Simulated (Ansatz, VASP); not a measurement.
# TiO2 in VASP and in Ansatz

```
CELL_PARAMETERS angstrom
2.67781 -2.67788 -0.02004
2.67781 2.67788 -0.02004
-2.64196 0.00000 4.80683
ATOMIC_POSITIONS crystal
Ti 0.12501 0.87499 0.25000
Ti 0.87499 0.12501 0.75000
O 0.33307 0.08306 0.66614
O 0.66693 0.91694 0.33386
O 0.91694 0.66693 0.83386
O 0.08306 0.33307 0.16614
```

Alike in both runs: functional PBE; dispersion D3(BJ); k mesh 8 × 8 × 6; occupations gaussian, width 0.02 eV; no spin polarisation.

Ansatz relaxed the structure, and its values are those at the end. VASP's run is a single point on that final structure, the one shown.

|  | VASP | Ansatz |
| --- | --- | --- |
| version | VASP 6.6.1 | Ansatz 0.2.0 |
| potentials or method | VASP PAW PBE potentials, release 64 (Ti_sv, O), cutoff 520 eV | scalar-relativistic, plane waves, PAW |
| valence electrons in the cell | 48 | 48 |

```csv
,VASP,Ansatz,Ansatz less VASP
gap on the k mesh at the Fermi level (eV),2.13,2.15,+0.024
least direct gap on the mesh (eV),2.44,2.46,+0.021
pressure (GPa),0.7,0.0,-0.70
rms of the force components (eV/Å),0.010,0.000,-0.0096
```
